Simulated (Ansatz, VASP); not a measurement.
Two plane-wave programs on Ag

INCAR

```
PREC = Accurate
ENCUT = 520
EDIFF = 1E-6
ISMEAR = -1
SIGMA = 0.1
LREAL = False
LASPH = True
NELM = 80
ALGO = Normal
ISIF = 2
LWAVE = False
LCHARG = False
GGA = B5
ALDAX = 1.0
AGGAX = 1.0
AGGAC = 1.0
ALDAC = 0.0
NBANDS = 18
```

File KPOINTS:

```
Automatic mesh
0
Gamma
  13 13 7
```

Contents of POSCAR:

```
Ag
1.0
    2.9427871483      0.0000000000      0.0000000000
   -1.4713935741      2.5485284283      0.0000000000
    0.0000000000      0.0000000000      4.7494746547
Ag
2
Direct
    0.3333333333      0.6666666667      0.2500000000
    0.6666666667      0.3333333333      0.7500000000
```

Input for Ansatz:

```yaml
crystal:
  lattice:
    - [2.9427871483, 0.0, 0.0]
    - [-1.4713935741, 2.5485284283, 0.0]
    - [0.0, 0.0, 4.7494746547]
  atoms:
    - { symbol: Ag, position: [0.3333333333, 0.6666666667, 0.25] }
    - { symbol: Ag, position: [0.6666666667, 0.3333333333, 0.75] }
hamiltonian:
  xc: blyp
  pseudopotentials:
    kind: paw
    azcp:
      Ag: "pseudopotentials/Ag.paw.azcp"
basis:
  ecutwfc: 420
  fft_grid_basis: typed
kpoints:
  mp_grid: { grid: [13, 13, 7], shift: [0, 0, 0] }
magnetization:
  spin_polarized: false
scf:
  occupations: { method: fermi_dirac, width: 0.1 }
  lower_state_search: "off"
output:
  stress: true
```

Alike in both runs: task single point; functional BLYP; k mesh 13 × 13 × 7; occupations fermi-dirac, width 0.1 eV; no spin polarisation.

```csv
,VASP,Ansatz
version,VASP 6.6.1,Ansatz 0.2.0
potentials or method,"VASP PAW PBE potentials, release 64 (Ag), cutoff 520 eV","plane waves (420 eV) with PAW, scalar-relativistic"
valence electrons in the cell,22,38
```

VASP gave:

| Quantity | Value |
| --- | --- |
| pressure (GPa) | 7.2 |
| traceless stress, the component that is largest in VASP (GPa) | 1.63 |

**Question.** What did Ansatz give for the same quantities?

**Answer.** Pressure (GPa): 7.0; traceless stress, the component that is largest in VASP (GPa): 1.63.

VASP's potentials were made for PBE, not for BLYP. The functional is the same, so the differences come from potentials, cutoffs and numerics. VASP's potentials hold 22 valence electrons a cell and Ansatz's 38, so a difference there can come from the potentials and not from the codes.
